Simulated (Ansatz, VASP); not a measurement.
## One calculation of Cu, two programs

```xyz
1
Lattice="0.0000 1.7533 1.7804 1.7533 0.0000 1.7804 1.7533 1.7533 0.0000" Properties=species:S:1:pos:R:3 pbc="T T T"
Cu    0.0000    0.0000    0.0000
```

Change from the starting cell: strain -0.030 along x and y, -0.015 along z, atoms carried along.

Alike in both runs: task single point; functional LDA; k mesh 22 × 22 × 22; occupations gaussian, width 0.15 eV; no spin polarisation.

|  | VASP | Ansatz |
| --- | --- | --- |
| version | VASP 6.6.1 | Ansatz 0.2.0 |
| potentials or method | VASP PAW LDA potentials, release 64 (Cu), cutoff 520 eV | scalar-relativistic, plane waves, PAW |
| valence electrons in the cell | 11 | 19 |

```csv
,VASP,Ansatz,Ansatz less VASP
gap on the k mesh at the Fermi level (eV),none,none,-
pressure (GPa),-0.1,-1.0,-0.86
"traceless stress, the component that is largest in VASP (GPa)",-0.75,-0.75,-0.001
```

LDA's correlation is that of Perdew and Zunger in VASP and of Perdew and Wang (1992) in Ansatz. A gap of «none» marks a metal or a gap that the smearing closes. VASP's potentials hold 11 valence electrons a cell and Ansatz's 19, so a difference there can come from the potentials and not from the codes.
